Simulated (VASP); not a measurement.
# Pt (Fd-3m) in VASP: further runs, part 2 of 2

VASP 6.6.1. The steps go on from the part before.

### Step 5. Single point, RPBE

This run uses another cell than the first one, of 24.76 Å³/atom, 0.926 times its volume.

INCAR reads:

```
PREC = Accurate
ENCUT = 520
EDIFF = 1E-6
ISMEAR = -1
SIGMA = 0.1
LREAL = False
LASPH = True
NELM = 60
ALGO = Normal
ISIF = 2
LWAVE = False
LCHARG = False
GGA = RP
NBANDS = 17
```

KPOINTS reads:

```
regular mesh
0
Gamma
  15 15 15
```

POSCAR reads:

```
Pt
1.0
    0.0000000000      2.9146695910      2.9146695910
    2.9146695910      0.0000000000      2.9146695910
    2.9146695910      2.9146695910      0.0000000000
Pt
2
Direct
    0.1250000000      0.1250000000      0.1250000000
    0.8750000000      0.8750000000      0.8750000000
```

Potentials or basis: VASP PAW PBE potentials, release 64 (Pt).

On the command line:

```
$ cat potpaw_PBE.64/Pt/POTCAR > POTCAR
$ mpirun -np 1 vasp_std > vasp.out
```

OUTCAR:

```text
PREC = Accurate
   ENCUT = 520
   EDIFF = 1E-6
   ISMEAR = -1
   LREAL = False
   LASPH = True
   NELM = 60
   ISIF = 2
   GGA = RP

 ion  position               nearest neighbor table
   1  0.125  0.125  0.125-   2 2.52   2 2.52   2 2.52   2 2.52
   2  0.875  0.875  0.875-   1 2.52   1 2.52   1 2.52   1 2.52

  LATTYP: Found a face centered cubic cell.
 ALAT       =     5.8293391820

  Lattice vectors:

 A1 = (   0.0000000000,   2.9146695910,   2.9146695910)
 A2 = (   2.9146695910,   0.0000000000,   2.9146695910)
 A3 = (   2.9146695910,   2.9146695910,   0.0000000000)

Analysis of symmetry for initial positions (statically):
=====================================================================
 Subroutine PRICEL returns:
 Original cell was already a primitive cell.

 Routine SETGRP: Setting up the symmetry group for a
 face centered cubic supercell.

 Subroutine GETGRP returns: Found 48 space group operations
 (whereof 12 operations were pure point group operations)
 out of a pool of 48 trial point group operations.

The static configuration has the point symmetry D_3d.
 The point group associated with its full space group is O_h .

Analysis of symmetry for dynamics (positions and initial velocities):
=====================================================================
 Subroutine PRICEL returns:
 Original cell was already a primitive cell.

 Routine SETGRP: Setting up the symmetry group for a
 face centered cubic supercell.

 Subroutine GETGRP returns: Found 48 space group operations
 (whereof 12 operations were pure point group operations)
 out of a pool of 48 trial point group operations.

The dynamic configuration has the point symmetry D_3d.
 The point group associated with its full space group is O_h .

 Subroutine INISYM returns: Found 48 space group operations
 (whereof 12 operations are pure point group operations),
 and found     1 'primitive' translations

----------------------------------------------------------------------------------------

                                     Primitive cell

  volume of cell :      49.5220

  direct lattice vectors                    reciprocal lattice vectors
     0.000000000  2.914669591  2.914669591    -0.171546031  0.171546031  0.171546031
     2.914669591  0.000000000  2.914669591     0.171546031 -0.171546031  0.171546031
     2.914669591  2.914669591  0.000000000     0.171546031  0.171546031 -0.171546031

  length of vectors
     4.121965265  4.121965265  4.121965265     0.297126442  0.297126442  0.297126442

  position of ions in fractional coordinates (direct lattice)
     0.125000000  0.125000000  0.125000000
     0.875000000  0.875000000  0.875000000

  ion indices of the primitive-cell ions
   primitive index   ion index
                 1           1
                 2           2

----------------------------------------------------------------------------------------

 KPOINTS: regular mesh

Automatic generation of k-mesh.
 Grid dimensions read from file:
 generate k-points for:   15   15   15

 Generating k-lattice:

  Cartesian coordinates                     Fractional coordinates (reciprocal lattice)
    -0.011436402  0.011436402  0.011436402     0.066666667  0.000000000  0.000000000
     0.011436402 -0.011436402  0.011436402     0.000000000  0.066666667  0.000000000
     0.011436402  0.011436402 -0.011436402     0.000000000  0.000000000  0.066666667

  Length of vectors
     0.019808429  0.019808429  0.019808429

  Shift w.r.t. Gamma in fractional coordinates (k-lattice)
     0.000000000  0.000000000  0.000000000

 Subroutine IBZKPT returns following result:
 ===========================================

 Found    120 irreducible k-points:

 Following reciprocal coordinates:
            Coordinates               Weight
  0.000000  0.000000  0.000000      1.000000
  0.066667  0.000000  0.000000      8.000000
  0.133333  0.000000  0.000000      8.000000
  0.200000  0.000000  0.000000      8.000000
  0.266667  0.000000  0.000000      8.000000
  0.333333  0.000000  0.000000      8.000000
[... 16 lines left out ...]
  0.133333  0.133333  0.000000      6.000000
  0.200000  0.133333  0.000000     24.000000
 [... further k-points ...]
   k-points           NKPTS =    120   k-points in BZ     NKDIM =    120   number of bands    NBANDS=     17
   number of dos      NEDOS =    301   number of ions     NIONS =      2
   total plane-waves  NPLWV =  32768
   dimension x,y,z NGX =    32 NGY =   32 NGZ =   32
   dimension x,y,z NGXF=    64 NGYF=   64 NGZF=   64
   ions per type =               2
   NGX,Y,Z   is equivalent  to a cutoff of  12.91, 12.91, 12.91 a.u.
   NGXF,Y,Z  is equivalent  to a cutoff of  25.81, 25.81, 25.81 a.u.
 SYSTEM =  unknown system
   PREC   = accura    normal or accurate (medium, high low for compatibility)
   ISTART =      0    job   : 0-new  1-cont  2-samecut
   ICHARG =      2    charge: 1-file 2-atom 10-const
   ISPIN  =      1    spin polarized calculation?
   LNONCOLLINEAR =      F non collinear calculations
   LSORBIT =      F    spin-orbit coupling
   LASPH  =      T    aspherical Exc in radial PAW
   ENCUT  =  520.0 eV  38.22 Ry    6.18 a.u.   7.66  7.66  7.66*2*pi/ulx,y,z
   NELM   =     60;   NELMIN=  2; NELMDL= -5     # of ELM steps
   EDIFF  = 0.1E-05   stopping-criterion for ELM
   LREAL  =      F    real-space projection
   EDIFFG = 0.1E-04   stopping-criterion for IOM
   NSW    =      0    number of steps for IOM
   IBRION =     -1    ionic relax: 0-MD 1-quasi-New 2-CG
   NFREE  =      0    steps in history (QN), initial steepest desc. (CG)
   ISIF   =      2    stress and relaxation
   ISYM   =      2    0-nonsym 1-usesym 2-fastsym
   POTIM  = 0.5000    time-step for ionic-motion
   TEBEG  =    0.0;   TEEND  =   0.0 temperature during run
   PSTRESS=    0.0 pullay stress
   NELECT =      20.0000    total number of electrons
   NUPDOWN=      -1.0000    fix difference up-down
   EMIN   =  10.00;   EMAX   =-10.00  energy-range for DOS
   EFERMI =   0.00;   METHOD = LEGACY
   ISMEAR =    -1;   SIGMA  =   0.10  broadening in eV -4-tet -1-fermi 0-gaus
   EFERMI_NEDOS =   21; number of points for ismear=-14 and -15
   IALGO  =     38    algorithm
   IMIX   =      4    mixing-type and parameters
     AMIX     =   0.40;   BMIX     =  1.00
     AMIX_MAG =   1.60;   BMIX_MAG =  1.00
  volume/ion in A,a.u.               =      24.76       167.10
  Fermi-wavevector in a.u.,A,eV,Ry     =   1.210093  2.286745 19.923360  1.464326
  Thomas-Fermi vector in A             =   2.345651
   LORBIT       =      0    0 simple, 1 ext, 2 COOP (PROOUT), +10 PAW based schemes
   GGA     = RP    functional components
   LHFCALC =     F    Hartree Fock is set to
   AEXX    =    0.0000 exact exchange contribution
   IVDW    =     0    specifies the selected vdW correction
   LEPSILON=     F    determine dielectric tensor
   LRPA    =     F    only Hartree local field effects (RPA)
 non-spin polarized calculation
  energy-cutoff  :      520.00
  volume of cell :       49.52
 maximum number of plane-waves:      1363
   NGX = 15   NGY = 15   NGZ = 15

 number of electron      19.9999999 magnetization

 Free energy of the ion-electron system (eV)
  ---------------------------------------------------
  ext. energy  EPLUGINS =         0.00000000
  ---------------------------------------------------
  free energy    TOTEN  =        -9.05428094 eV

  energy without entropy =       -8.89244143  energy(sigma->0) =       -8.97336119

 E-fermi :   4.8194     XC(G=0): -10.1298

 val. band max:        4.8138659636   @ k =   0.2000   0.0667   0.0000
 cond. band min:       4.8221300340   @ k =  -0.4000   0.4000   0.1333
 fundamental gap:      0.0082640703
 Fermi energy:         4.8193984318

 k-point     1 :       0.0000    0.0000    0.0000
  band No.  band energies     occupation
      1      -1.9029      2.00000
      2       0.5806      2.00000
      3       0.5806      2.00000
      4       0.7132      2.00000
      5       0.7132      2.00000
      6       0.7132      2.00000
[... 9 lines left out ...]
     16      16.1393      0.00000
     17      17.0841      0.00000

 k-point     2 :       0.0667    0.0000    0.0000
  band No.  band energies     occupation
      1      -1.8392      2.00000
      2       0.5032      2.00000
      3       0.5032      2.00000
      4       0.7071      2.00000
      5       0.8121      2.00000
      6       0.8121      2.00000
[... 9 lines left out ...]
     16      16.0414      0.00000
     17      17.5084      0.00000
[... 421 lines left out ...]
 k-point    24 :       0.2000    0.1333    0.0000
  band No.  band energies     occupation
      1      -1.3460      2.00000
      2       0.1434      2.00000
      3       0.6441      2.00000
      4       0.6828      2.00000
      5       0.8678      2.00000
      6       1.2755      2.00000
[... 9 lines left out ...]
     16      15.4130      0.00000
     17      18.5802      0.00000

 [... further k-points ...]
[... 5 lines left out ...]
  --------------------------------------------------------------------------------------
  -------------------------------------------------------------------------------------
  Total       -0.0887493     -0.0887493     -0.0887493      0.0000000      0.0000000      0.0000000
  in kB       -2.8712922     -2.8712922     -2.8712922      0.0000000      0.0000000      0.0000000
  external PRESSURE =      -2.8712922 kB  Pullay stress =       0.0000000 kB

 VOLUME and BASIS-vectors are now :
 -----------------------------------------------------------------------------
  energy-cutoff  :      520.00
  volume of cell :       49.52
      direct lattice vectors                 reciprocal lattice vectors
     0.000000000  2.914669591  2.914669591    -0.171546031  0.171546031  0.171546031
     2.914669591  0.000000000  2.914669591     0.171546031 -0.171546031  0.171546031
     2.914669591  2.914669591  0.000000000     0.171546031  0.171546031 -0.171546031

 POSITION                                       TOTAL-FORCE (eV/Angst)
 -----------------------------------------------------------------------------------
      0.72867      0.72867      0.72867         0.000000      0.000000      0.000000
      5.10067      5.10067      5.10067        -0.000000     -0.000000     -0.000000
 -----------------------------------------------------------------------------------
    total drift:                                0.000000      0.000000     -0.000000

  FREE ENERGIE OF THE ION-ELECTRON SYSTEM (eV)
  ---------------------------------------------------
  free  energy   TOTEN  =        -9.0542809422 eV

  energy  without entropy=       -8.8924414284  energy(sigma->0) =       -8.97336119
```

It took 62 s on 1 thread of Intel Xeon Platinum 8488C (Sapphire Rapids), shared host; peak memory 0.23 GiB.

What came out:

- Free energy: -9.0543 eV
- Pressure: -0.3 GPa
- Band gap on the k mesh: zero (band 10 reaches 5.01 eV, above the bottom of band 11 at 4.44 eV)

Caveat: the PAW data sets were made with another functional, which shifts forces and pressure a little; spin-orbit coupling is left out, which moves the levels of the heavy elements.

### Step 6. Overview

| task | cell | k mesh | cutoff (eV) | gap on the mesh (eV) | pressure (GPa) |
| --- | --- | --- | --- | --- | --- |
| single point | a = 4.229 Å, angles 60.0°, 2 atoms | 11 × 11 × 11 | 520 | none | -6.4 |
| single point | a = 4.281 Å, angles 60.0°, 2 atoms | 11 × 11 × 11 | 520 | none | -8.4 |
| relaxation of cell and atoms | relaxed from a = 3.863 Å, angles 60.0°, 2 atoms | 10 × 10 × 10 | 600 | none | 0.0 |
| single point | a = 4.122 Å, angles 60.0°, 2 atoms | 15 × 15 × 15 | 520 | none | -0.3 |

Alike in all rows: level RPBE; potentials or basis VASP PAW PBE potentials, release 64 (Pt); no spin polarisation; smearing fermi-dirac 0.1 eV.

Caveats: the PAW data sets were made with another functional, which shifts forces and pressure a little; spin-orbit coupling is left out, which moves the levels of the heavy elements; the volume moved by over 15 % at a fixed basis, so the end points are rough (some runs).

Total energies depend on the potentials used, so only differences within one code and one set of settings carry meaning.
